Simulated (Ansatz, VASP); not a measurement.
# H: VASP beside Ansatz

The input INCAR:

```
SYSTEM = H
PREC     = Accurate       ! precision mode
ENCUT    = 520            ! plane-wave cutoff, eV
EDIFF    = 1E-7           ! SCF threshold, eV
ISMEAR   = 0              ! smearing method
SIGMA    = 0.1            ! smearing width, eV
LREAL    = .False.        ! projectors in reciprocal space
LASPH    = .True.         ! aspherical terms in the spheres
NELM     = 80             ! most SCF steps
ALGO     = Normal         ! electronic algorithm
ISIF     = 2              ! what is computed and relaxed
LWAVE    = .False.        ! write WAVECAR
LCHARG   = .True.         ! write CHGCAR
GGA      = PE             ! functional
LELF     = .True.         ! ELF
LVHAR    = .True.       
NBANDS   = 8              ! bands
```

Contents of KPOINTS:

```
regular mesh
0
Gamma
  11 11 11
  0 0 0
```

Contents of POSCAR:

```
H
1.0
   -1.6915344700      1.6915344700      2.0584739900
    1.6915344700     -1.6915344700      2.0584739900
    1.6915344700      1.6915344700     -2.0584739900
H
2
Direct
    0.0901377100      0.0901377100      0.0000000000
    0.9098622900      0.9098622900      0.0000000000
```

Contents of input.yaml:

```yaml
crystal:
  lattice:
    - [-1.69153447, 1.69153447, 2.05847399]
    - [1.69153447, -1.69153447, 2.05847399]
    - [1.69153447, 1.69153447, -2.05847399]
  atoms:
    - { symbol: H, position: [0.09013771, 0.09013771, 0.0] }
    - { symbol: H, position: [0.90986229, 0.90986229, 0.0] }
kpoints:
  mp_grid: { grid: [11, 11, 11] }
scf:
  occupations: { method: gaussian, width: 0.1 }
hamiltonian:
  xc: pbe
  pseudopotentials: { kind: all_electron, lapw: { basis_error: 0.001 } }
output:
  forces: true
  stress: true
  eigenvalues: true
```

Alike in both runs: task single point; functional PBE; k mesh 11 × 11 × 11; occupations gaussian, width 0.1 eV; no spin polarisation.

```csv
,VASP,Ansatz
version,VASP 6.6.1,Ansatz 0.2.0
potentials or method,"VASP PAW PBE potentials, release 64 (H), cutoff 520 eV","all-electron LAPW, scalar-relativistic"
```

```csv
,VASP,Ansatz,Ansatz less VASP
gap on the k mesh at the Fermi level (eV),9.05,9.05,+0.002
least direct gap on the mesh (eV),9.84,9.84,+0.001
pressure (GPa),0.6,0.8,+0.21
"traceless stress, the component that is largest in VASP (GPa)",0.88,0.95,+0.064
rms of the force components (eV/Å),0.152,0.155,+0.0025
```

Atom by atom the forces differ by 0.003 eV/Å (rms over components). Ansatz ran all-electron here, and VASP with PAW potentials.
